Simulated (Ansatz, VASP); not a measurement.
One calculation of SnO2, two programs

```
Sn O
1.0
     4.72229    0.00000    0.00000
     0.00000    4.72287    0.00000
     0.00000    0.00000    3.19040
Sn O
2 4
Direct
  0.50000 0.50000 0.50000
  0.00000 0.00000 0.00000
  0.30598 0.28024 0.00000
  0.80598 0.21976 0.50000
  0.19402 0.78024 0.50000
  0.69402 0.71976 0.00000
```

Alike in both runs: task single point; functional LDA; k mesh 6 × 6 × 8; occupations gaussian, width 0.05 eV; no spin polarisation.

|  | VASP | Ansatz |
| --- | --- | --- |
| version | VASP 6.6.1 | Ansatz 0.2.0 |
| potentials or method | VASP PAW LDA potentials, release 64 (Sn_d, O), cutoff 520 eV | scalar-relativistic, plane waves, PAW |
| valence electrons in the cell | 52 | 52 |

Ansatz gave:

* gap on the k mesh at the Fermi level (eV): 1.00
* least direct gap on the mesh (eV): 1.00
* pressure (GPa): -0.6
* traceless stress, the component that is largest in VASP (GPa): 3.46
* rms of the force components (eV/Å): 0.900

Q: Which values does VASP return?

A: gap on the k mesh at the Fermi level (eV): 1.03; least direct gap on the mesh (eV): 1.03; pressure (GPa): 0.4; traceless stress, the component that is largest in VASP (GPa): 3.50; rms of the force components (eV/Å): 0.910.

LDA's correlation is that of Perdew and Zunger in VASP and of Perdew and Wang (1992) in Ansatz. Atom by atom the forces differ by 0.010 eV/Å (rms over components).
